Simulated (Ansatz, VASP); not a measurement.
This is a calculation of CsPbBr3 for Ansatz 0.2.0.

File input.yaml:

```yaml
crystal:
  lattice:
    - [5.87, 0.0, 0.0]
    - [0.0, 5.87, 0.0]
    - [0.0, 0.0, 5.87]
  atoms:
    - { symbol: Pb, position: [0.496429, 0.4935, 0.49965] }
    - { symbol: Cs, position: [-0.00335, -0.000974, -0.005618] }
    - { symbol: Br, position: [0.50649, 0.508899, -0.011428] }
    - { symbol: Br, position: [0.504061, 0.003109, 0.504014] }
    - { symbol: Br, position: [0.006189, 0.491299, 0.494113] }
kpoints:
  mp_grid: { grid: [5, 5, 5] }
scf:
  occupations: { method: fermi_dirac, width: 0.05 }
hamiltonian:
  xc: pbesol
  pseudopotentials: { kind: all_electron, lapw: { basis_error: 0.001 } }
output:
  forces: true
  stress: true
  eigenvalues: true
  populations: true
```

Potentials or basis: all-electron LAPW, scalar-relativistic.

The run is started by

```bash
$ ansatz run input.yaml --threads 4 --pin off --max-ram 12288MiB --backend cpu --events-out ev --progress --plain --runs-dir out
```

Question: Set up the same calculation for VASP 6.6.1. Potentials there: VASP PAW PBE potentials, release 64 (Pb_d, Cs_sv, Br).

Answer: As run (the cutoff follows the program's own potentials):

File INCAR:

```
PREC = Accurate
ENCUT = 520
EDIFF = 1E-6
ISMEAR = -1
SIGMA = 0.05
LREAL = F
LASPH = T
NELM = 80
ALGO = Normal
ISIF = 2
LWAVE = F
LCHARG = F
GGA = PS
NBANDS = 30
```

KPOINTS

```
Automatic mesh
0
Gamma
  5 5 5
```

File POSCAR:

```
CsPbBr3
1.0
    5.8700000000      0.0000000000      0.0000000000
    0.0000000000      5.8700000000      0.0000000000
    0.0000000000      0.0000000000      5.8700000000
Pb Cs Br
1 1 3
Direct
    0.4964290000      0.4935000000      0.4996500000
   -0.0033500000     -0.0009740000     -0.0056180000
    0.5064900000      0.5088990000     -0.0114280000
    0.5040610000      0.0031090000      0.5040140000
    0.0061890000      0.4912990000      0.4941130000
```

Potentials or basis: VASP PAW PBE potentials, release 64 (Pb_d, Cs_sv, Br).

Launch:

```console
$ cat potpaw_PBE.64/Pb_d/POTCAR potpaw_PBE.64/Cs_sv/POTCAR potpaw_PBE.64/Br/POTCAR > POTCAR
$ mpirun -np 1 vasp_std > vasp.out
```

Both were run:

|  | VASP | Ansatz | Ansatz less VASP |
| --- | --- | --- | --- |
| gap on the k mesh at the Fermi level (eV) | 2.51 | 2.51 | -0.002 |
| least direct gap on the mesh (eV) | 2.51 | 2.51 | -0.002 |
| pressure (GPa) | 0.0 | 0.0 | +0.01 |
| rms of the force components (eV/Å) | 0.082 | 0.081 | -0.0013 |

VASP's potentials were made for PBE, not for PBEsol. Atom by atom the forces differ by 0.001 eV/Å (rms over components). Ansatz ran all-electron here, and VASP with PAW potentials.

Neither program's run includes spin-orbit coupling.
